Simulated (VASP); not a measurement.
Write the native input for VASP 6.6.1 that does the following.

```
Task                   : relaxation of cell and atoms
Functional             : LDA
Potentials or basis    : VASP PAW LDA potentials, release 64 (Ba_sv, Zr_sv, O)
Cutoff                 : 600 eV
k mesh                 : 6 × 6 × 6
Occupations            : fermi-dirac, width 0.02 eV
Spin                   : no spin polarisation
Dipole correction      : no
Further INCAR settings : ALGO = Normal; EDIFF = 1e-06; IBRION = 2; EDIFFG = -0.005; NSW = 80; ISIF = 3
```

The structure of BaZrO3 lies in POSCAR:

```
BaZrO3
1.0
    4.2271627078      0.0000000000      0.0000000000
    0.0000000000      4.2271627078      0.0000000000
    0.0000000000      0.0000000000      4.2271627078
Ba Zr O
1 1 3
Direct
    0.0000000000      0.0000000000      0.0000000000
    0.5000000000      0.5000000000      0.5000000000
    0.0000000000      0.5000000000      0.5000000000
    0.5000000000      0.0000000000      0.5000000000
    0.5000000000      0.5000000000      0.0000000000
```

These files were run (other wordings do the same):

INCAR

```
ALGO     = Normal         # electronic algorithm
EDIFF    = 1E-6           # SCF threshold, eV
EDIFFG   = -0.005         # ionic threshold
ENCUT    = 600            # plane-wave cutoff, eV
GGA      = CA             # functional
IBRION   = 2              # ionic algorithm
ISIF     = 3              # what is computed and relaxed
ISMEAR   = -1             # smearing method
LASPH    = T              # aspherical terms in the spheres
LCHARG   = F              # write CHGCAR
LREAL    = F              # projectors in reciprocal space
LWAVE    = F              # write WAVECAR
NELM     = 60             # most SCF steps
NSW      = 80             # ionic steps
PREC     = Accurate       # precision mode
SIGMA    = 0.02           # smearing width, eV
```

KPOINTS

```
k-points
0
Gamma
  6 6 6
```

Potentials or basis: VASP PAW LDA potentials, release 64 (Ba_sv, Zr_sv, O).

The run is started by

```bash
$ cat potpaw_LDA.64/Ba_sv/POTCAR potpaw_LDA.64/Zr_sv/POTCAR potpaw_LDA.64/O/POTCAR > POTCAR
$ mpirun -np 1 vasp_std > vasp.out
```

It gave:

- Relaxed volume: 14.38 Å³/atom
- Relaxed cell: a = 4.158 Å, b = 4.158 Å, c = 4.158 Å, α = 90.00°, β = 90.00°, γ = 90.00°
- Space group after relaxing (to 0.1 Å): Pm-3m (No. 221)
- Energy gained by relaxing: 18.6 meV/atom
- Ionic steps: 5
- Pressure after relaxing: 0.0 GPa
- Band gap on the k mesh: 3.12 eV (least direct gap 3.31 eV)

Caveat: spin-orbit coupling is left out, which moves the levels of the heavy elements.

Wall time 70 s on 1 thread of Intel(R) Xeon(R) 6975P-C (Granite Rapids) (shared host), peak memory 0.22 GiB.
